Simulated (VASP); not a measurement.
A run of VASP 6.6.1 is set up as follows.

INCAR

```
PREC     = Accurate       # precision mode
ENCUT    = 520            # plane-wave cutoff, eV
EDIFF    = 1E-7           # SCF threshold, eV
ISMEAR   = -1             # smearing method
SIGMA    = 0.05           # smearing width, eV
LREAL    = F              # projectors in reciprocal space
LASPH    = T              # aspherical terms in the spheres
NELM     = 100            # most SCF steps
ALGO     = Normal         # electronic algorithm
ISIF     = 2              # what is computed and relaxed
LWAVE    = F              # write WAVECAR
LCHARG   = F              # write CHGCAR
GGA      = PS             # functional
NBANDS   = 12             # bands
```

File KPOINTS:

```
Automatic mesh
0
Gamma
  10 10 3
```

Contents of POSCAR:

```
Mg
1.0
    2.7960819912      0.0000000000      0.0000000000
   -1.3980409956      2.4214780355      0.0000000000
    0.0000000000      0.0000000000      9.0849688223
Mg
4
Direct
    0.6666666667      0.3333333333      0.7500000000
    0.0000000000      0.0000000000      0.5000000000
    0.3333333333      0.6666666667      0.2500000000
    0.0000000000      0.0000000000      0.0000000000
```

Potentials or basis: VASP PAW PBE potentials, release 64 (Mg).

Run with:

```sh
$ cat potpaw_PBE.64/Mg/POTCAR > POTCAR
$ mpirun -np 1 vasp_std > vasp.out
```

Predict the pressure.

30.5 GPa.

Estimate the band gap on the k mesh.

zero (bands 4 and 5 overlap by 1.77 eV).

Caveat: the cell stands under pressure; the PAW data sets were made with another functional, which shifts forces and pressure a little.
